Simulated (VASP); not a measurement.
# TaN in VASP: single point with PBE

Aim: the single point of TaN with PBE.

Program: VASP 6.6.1. These are calculated values, not measurements. Logs are shortened: lines on timing, memory, paths and dates and some standing lists are left out, and cuts for length are marked.

**1. The cell of the first run**

The cell holds a slab with vacuum, 6 atoms: a = 3.123 Å, b = 3.123 Å, c = 21.591 Å, α = 90.00°, β = 90.00°, γ = 90.00°.

**2. Single point, PBE**

Input file INCAR:

```
PREC = Accurate
ENCUT = 520
EDIFF = 1E-6
ISMEAR = 0
SIGMA = 0.1
LREAL = F
LASPH = T
NELM = 120
ALGO = Normal
ISIF = 2
LWAVE = F
LCHARG = F
LDIPOL = T
IDIPOL = 3
DIPOL = 0.5 0.5 0.288
GGA = PE
NBANDS = 33
GGA_COMPAT = F
NELMDL = -8
```

Input file KPOINTS:

```
Automatic mesh
0
Gamma
  9 9 1
```

Input file POSCAR:

```
TaN
1.0
    3.1228193035      0.0000000000      0.0000000000
    0.0000000000      3.1228193035      0.0000000000
    0.0000000000      0.0000000000     21.5908392430
Ta N
3 3
Direct
    0.0000000000      0.0000000000      0.1852637572
    0.5000000000      0.5000000000      0.2890369107
    0.0000000000      0.0000000000      0.3832407719
    0.5000000000      0.5000000000      0.1852637572
    0.0000000000      0.0000000000      0.2843927699
    0.5000000000      0.5000000000      0.3978927890
```

Potentials or basis: VASP PAW PBE potentials, release 64 (Ta_pv, N).

Command:

```console
$ cat potpaw_PBE.64/Ta_pv/POTCAR potpaw_PBE.64/N/POTCAR > POTCAR
$ mpirun -np 1 vasp_std > vasp.out
```

OUTCAR:

```text
PREC = Accurate
   ENCUT = 520
   EDIFF = 1E-6
   ISMEAR = 0
   LREAL = F
   LASPH = T
   NELM = 120
   ISIF = 2
   GGA = PE
   NELMDL = -8

 ion  position               nearest neighbor table
   1  0.000  0.000  0.185-   5 2.14   4 2.21   4 2.21   4 2.21   4 2.21   2 3.15   2 3.15   2 3.15
                             2 3.15
   2  0.500  0.500  0.289-   5 2.21   5 2.21   5 2.21   5 2.21   4 2.24   6 2.35   3 3.00   3 3.00
                             3 3.00   3 3.00   1 3.15   1 3.15   1 3.15   1 3.15
   3  0.000  0.000  0.383-   5 2.13   6 2.23   6 2.23   6 2.23   6 2.23   2 3.00   2 3.00   2 3.00
                             2 3.00
   4  0.500  0.500  0.185-   1 2.21   1 2.21   1 2.21   1 2.21   2 2.24
   5  0.000  0.000  0.284-   3 2.13   1 2.14   2 2.21   2 2.21   2 2.21   2 2.21
   6  0.500  0.500  0.398-   3 2.23   3 2.23   3 2.23   3 2.23   2 2.35

  LATTYP: Found a simple tetragonal cell.
 ALAT       =     3.1228193035
 C/A-ratio  =     6.9138932306

  Lattice vectors:

 A1 = (   3.1228193035,   0.0000000000,   0.0000000000)
 A2 = (   0.0000000000,   3.1228193035,   0.0000000000)
 A3 = (   0.0000000000,   0.0000000000,  21.5908392430)

Analysis of symmetry for initial positions (statically):
=====================================================================
 Subroutine PRICEL returns:
 Original cell was already a primitive cell.

 Routine SETGRP: Setting up the symmetry group for a
 simple tetragonal supercell.

 Subroutine GETGRP returns: Found  8 space group operations
 (whereof  8 operations were pure point group operations)
 out of a pool of 16 trial point group operations.

The static configuration has the point symmetry C_4v.

Analysis of symmetry for dynamics (positions and initial velocities):
=====================================================================
 Subroutine PRICEL returns:
 Original cell was already a primitive cell.

 Routine SETGRP: Setting up the symmetry group for a
 simple tetragonal supercell.

 Subroutine GETGRP returns: Found  8 space group operations
 (whereof  8 operations were pure point group operations)
 out of a pool of 16 trial point group operations.

The dynamic configuration has the point symmetry C_4v.

 Subroutine INISYM returns: Found  8 space group operations
 (whereof  8 operations are pure point group operations),
 and found     1 'primitive' translations

----------------------------------------------------------------------------------------

                                     Primitive cell

  volume of cell :     210.5539

  direct lattice vectors                    reciprocal lattice vectors
     3.122819304  0.000000000  0.000000000     0.320223459  0.000000000  0.000000000
     0.000000000  3.122819304  0.000000000     0.000000000  0.320223459  0.000000000
     0.000000000  0.000000000 21.590839243     0.000000000  0.000000000  0.046315939

  length of vectors
     3.122819304  3.122819304 21.590839243     0.320223459  0.320223459  0.046315939

  position of ions in fractional coordinates (direct lattice)
     0.000000000  0.000000000  0.185263757
     0.500000000  0.500000000  0.289036911
     0.000000000  0.000000000  0.383240772
     0.500000000  0.500000000  0.185263757
     0.000000000  0.000000000  0.284392770
     0.500000000  0.500000000  0.397892789

  ion indices of the primitive-cell ions
   primitive index   ion index
                 1           1
                 2           2
                 3           3
                 4           4
                 5           5
                 6           6

----------------------------------------------------------------------------------------

 KPOINTS: Automatic mesh

Automatic generation of k-mesh.
 Grid dimensions read from file:
 generate k-points for:    9    9    1

 Generating k-lattice:

  Cartesian coordinates                     Fractional coordinates (reciprocal lattice)
     0.035580384  0.000000000  0.000000000     0.111111111  0.000000000  0.000000000
     0.000000000  0.035580384  0.000000000     0.000000000  0.111111111  0.000000000
     0.000000000  0.000000000  0.046315939     0.000000000  0.000000000  1.000000000

  Length of vectors
     0.035580384  0.035580384  0.046315939

  Shift w.r.t. Gamma in fractional coordinates (k-lattice)
     0.000000000  0.000000000  0.000000000

 Subroutine IBZKPT returns following result:
 ===========================================

 Found     15 irreducible k-points:

 Following reciprocal coordinates:
            Coordinates               Weight
  0.000000  0.000000  0.000000      1.000000
  0.111111  0.000000  0.000000      4.000000
  0.222222  0.000000  0.000000      4.000000
  0.333333  0.000000  0.000000      4.000000
  0.444444  0.000000  0.000000      4.000000
  0.111111  0.111111  0.000000      4.000000
  0.222222  0.111111  0.000000      8.000000
  0.333333  0.111111  0.000000      8.000000
  0.444444  0.111111  0.000000      8.000000
  0.222222  0.222222  0.000000      4.000000
  0.333333  0.222222  0.000000      8.000000
  0.444444  0.222222  0.000000      8.000000
  0.333333  0.333333  0.000000      4.000000
  0.444444  0.333333  0.000000      8.000000
  0.444444  0.444444  0.000000      4.000000
   k-points           NKPTS =     15   k-points in BZ     NKDIM =     15   number of bands    NBANDS=     33
   number of dos      NEDOS =    301   number of ions     NIONS =      6
   total plane-waves  NPLWV =  93312
   dimension x,y,z NGX =    24 NGY =   24 NGZ =  162
   dimension x,y,z NGXF=    48 NGYF=   48 NGZF=  324
   ions per type =               3   3
   NGX,Y,Z   is equivalent  to a cutoff of  12.78, 12.78, 12.47 a.u.
   NGXF,Y,Z  is equivalent  to a cutoff of  25.55, 25.55, 24.95 a.u.
 SYSTEM =  unknown system
   PREC   = accura    normal or accurate (medium, high low for compatibility)
   ISTART =      0    job   : 0-new  1-cont  2-samecut
   ICHARG =      2    charge: 1-file 2-atom 10-const
   ISPIN  =      1    spin polarized calculation?
   LNONCOLLINEAR =      F non collinear calculations
   LSORBIT =      F    spin-orbit coupling
   LASPH  =      T    aspherical Exc in radial PAW
   ENCUT  =  520.0 eV  38.22 Ry    6.18 a.u.   5.81  5.81 40.14*2*pi/ulx,y,z
   NELM   =    120;   NELMIN=  2; NELMDL= -8     # of ELM steps
   EDIFF  = 0.1E-05   stopping-criterion for ELM
   LREAL  =      F    real-space projection
   EDIFFG = 0.1E-04   stopping-criterion for IOM
   NSW    =      0    number of steps for IOM
   IBRION =     -1    ionic relax: 0-MD 1-quasi-New 2-CG
   NFREE  =      0    steps in history (QN), initial steepest desc. (CG)
   ISIF   =      2    stress and relaxation
   ISYM   =      2    0-nonsym 1-usesym 2-fastsym
   POTIM  = 0.5000    time-step for ionic-motion
   TEBEG  =    0.0;   TEEND  =   0.0 temperature during run
   PSTRESS=    0.0 pullay stress
   NELECT =      48.0000    total number of electrons
   NUPDOWN=      -1.0000    fix difference up-down
   EMIN   =  10.00;   EMAX   =-10.00  energy-range for DOS
   EFERMI =   0.00;   METHOD = LEGACY
   ISMEAR =     0;   SIGMA  =   0.10  broadening in eV -4-tet -1-fermi 0-gaus
   EFERMI_NEDOS =   21; number of points for ismear=-14 and -15
   IALGO  =     38    algorithm
   IMIX   =      4    mixing-type and parameters
     AMIX     =   0.40;   BMIX     =  1.00
     AMIX_MAG =   1.60;   BMIX_MAG =  1.00
  volume/ion in A,a.u.               =      35.09       236.81
  Fermi-wavevector in a.u.,A,eV,Ry     =   1.000079  1.889875 13.607967  1.000157
  Thomas-Fermi vector in A             =   2.132411
   LORBIT       =      0    0 simple, 1 ext, 2 COOP (PROOUT), +10 PAW based schemes
   GGA     = PE    functional components
   LHFCALC =     F    Hartree Fock is set to
   AEXX    =    0.0000 exact exchange contribution
   IVDW    =     0    specifies the selected vdW correction
   LEPSILON=     F    determine dielectric tensor
   LRPA    =     F    only Hartree local field effects (RPA)
 non-spin polarized calculation
 Gauss-broadening in eV      SIGMA  =   0.10
  energy-cutoff  :      520.00
  volume of cell :      210.55
 maximum number of plane-waves:      5708
 NGX is ok and might be reduce to    24
   NGX = 11   NGY = 11   NGZ = 81

 dipolmoment           0.000000      0.000000      0.061380 electrons x Angstroem

 number of electron      48.0000000 magnetization

 dipolmoment           0.000000      0.000000     -0.025487 electrons x Angstroem

 Free energy of the ion-electron system (eV)
  ---------------------------------------------------
  ext. energy  EPLUGINS =         0.00000000
  ---------------------------------------------------
  free energy    TOTEN  =       -63.78465618 eV

  energy without entropy =      -63.76634890  energy(sigma->0) =      -63.77550254

 E-fermi :   0.3554     XC(G=0):  -5.1026

 val. band max:        0.3373108583   @ k =   0.3333   0.0000   0.0000
 cond. band min:       0.4016898004   @ k =   0.4444   0.2222   0.0000
 fundamental gap:      0.0643789421
 Fermi energy:         0.3553704456

 k-point     1 :       0.0000    0.0000    0.0000
  band No.  band energies     occupation
      1     -35.9455      2.00000
      2     -35.7647      2.00000
      3     -35.5985      2.00000
      4     -35.5985      2.00000
      5     -35.4153      2.00000
      6     -35.4153      2.00000
[... 25 lines left out ...]
     32       1.9139      0.00000
     33       1.9139      0.00000

 k-point     2 :       0.1111    0.0000    0.0000
  band No.  band energies     occupation
      1     -35.9388      2.00000
      2     -35.7783      2.00000
      3     -35.6440      2.00000
      4     -35.5910      2.00000
      5     -35.4763      2.00000
      6     -35.4049      2.00000
[... 25 lines left out ...]
     32       2.5625      0.00000
     33       2.5836      0.00000

 k-point     3 :       0.2222    0.0000    0.0000
  band No.  band energies     occupation
      1     -35.9335      2.00000
      2     -35.8335      2.00000
      3     -35.7406      2.00000
      4     -35.6032      2.00000
      5     -35.5718      2.00000
      6     -35.3772      2.00000
[... 25 lines left out ...]
     32       3.3282      0.00000
     33       3.8994      0.00000

 k-point     4 :       0.3333    0.0000    0.0000
  band No.  band energies     occupation
      1     -35.9690      2.00000
      2     -35.9439      2.00000
      3     -35.7838      2.00000
      4     -35.7330      2.00000
      5     -35.5502      2.00000
      6     -35.3659      2.00000
[... 25 lines left out ...]
     32       2.8348      0.00000
     33       4.6600      0.00000

 k-point     5 :       0.4444    0.0000    0.0000
  band No.  band energies     occupation
      1     -36.0287      2.00000
      2     -36.0161      2.00000
      3     -35.8271      2.00000
      4     -35.7741      2.00000
      5     -35.5362      2.00000
      6     -35.3864      2.00000
[... 280 lines left out ...]
 k-point    13 :       0.3333    0.3333    0.0000
  band No.  band energies     occupation
      1     -35.9076      2.00000
      2     -35.8635      2.00000
      3     -35.8527      2.00000
      4     -35.7541      2.00000
      5     -35.6961      2.00000
      6     -35.6416      2.00000
[... 25 lines left out ...]
     32       3.2637      0.00000
     33       3.7228      0.00000

 k-point    14 :       0.4444    0.3333    0.0000
  band No.  band energies     occupation
      1     -35.9518      2.00000
      2     -35.9070      2.00000
      3     -35.8287      2.00000
      4     -35.7827      2.00000
      5     -35.7326      2.00000
      6     -35.6202      2.00000
[... 25 lines left out ...]
     32       3.8003      0.00000
     33       4.2216      0.00000

 k-point    15 :       0.4444    0.4444    0.0000
  band No.  band energies     occupation
      1     -35.9446      2.00000
      2     -35.9411      2.00000
      3     -35.8323      2.00000
      4     -35.7763      2.00000
      5     -35.7756      2.00000
      6     -35.6265      2.00000
[... 25 lines left out ...]
     32       3.9535      0.00000
     33       4.1103      0.00000

------------------------ aborting loop because EDIFF is reached ----------------------------------------

 vacuum level on the upper side and lower side of the slab       (xc-potential included)        -0.396         0.053

  FORCE on cell =-STRESS in cart. coord.  units (eV):
  Direction    XX          YY          ZZ          XY          YZ          ZX
  --------------------------------------------------------------------------------------
  -------------------------------------------------------------------------------------
  Total       -8.4242095     -8.4242095      0.2014075      0.0000000      0.0000000      0.0000000
  in kB      -64.1027275    -64.1027275      1.5325795      0.0000000      0.0000000      0.0000000
  external PRESSURE =     -42.2242918 kB  Pullay stress =       0.0000000 kB

 VOLUME and BASIS-vectors are now :
 -----------------------------------------------------------------------------
  energy-cutoff  :      520.00
  volume of cell :      210.55
      direct lattice vectors                 reciprocal lattice vectors
     3.122819304  0.000000000  0.000000000     0.320223459  0.000000000  0.000000000
     0.000000000  3.122819304  0.000000000     0.000000000  0.320223459  0.000000000
     0.000000000  0.000000000 21.590839243     0.000000000  0.000000000  0.046315939

 POSITION                                       TOTAL-FORCE (eV/Angst)
 -----------------------------------------------------------------------------------
      0.00000      0.00000      4.00000         0.000000      0.000000      1.025233
      1.56141      1.56141      6.24055        -0.000000     -0.000000      0.011855
      0.00000      0.00000      8.27449        -0.000000      0.000000      0.031332
      1.56141      1.56141      4.00000        -0.000000      0.000000     -1.084884
      0.00000      0.00000      6.14028         0.000000      0.000000     -0.007970
      1.56141      1.56141      8.59084        -0.000000      0.000000      0.024435
 -----------------------------------------------------------------------------------
    total drift:                                0.000000     -0.000000      0.000006

  FREE ENERGIE OF THE ION-ELECTRON SYSTEM (eV)
  ---------------------------------------------------
  free  energy   TOTEN  =       -63.7846561823 eV

  energy  without entropy=      -63.7663489008  energy(sigma->0) =      -63.77550254

 vacuum level on the upper side and lower side of the slab         3.620         4.079
```

It took 6.9 min on 1 thread of Intel Xeon 8259CL, shared host; peak memory 0.33 GiB.

Results:

* Free energy: -63.7847 eV
* Largest force: 1.085 eV/Å
* Band gap on the k mesh: zero (band 24 reaches 1.03 eV, above the bottom of band 25 at -0.60 eV)

Forces on the atoms (eV/Å):
```
Ta   0.000  0.000  1.025
Ta   0.000  0.000  0.012
Ta   0.000  0.000  0.031
N    0.000  0.000 -1.085
N    0.000  0.000 -0.008
N    0.000  0.000  0.024
```

Caveat: spin-orbit coupling is left out, which moves the levels of the heavy elements.
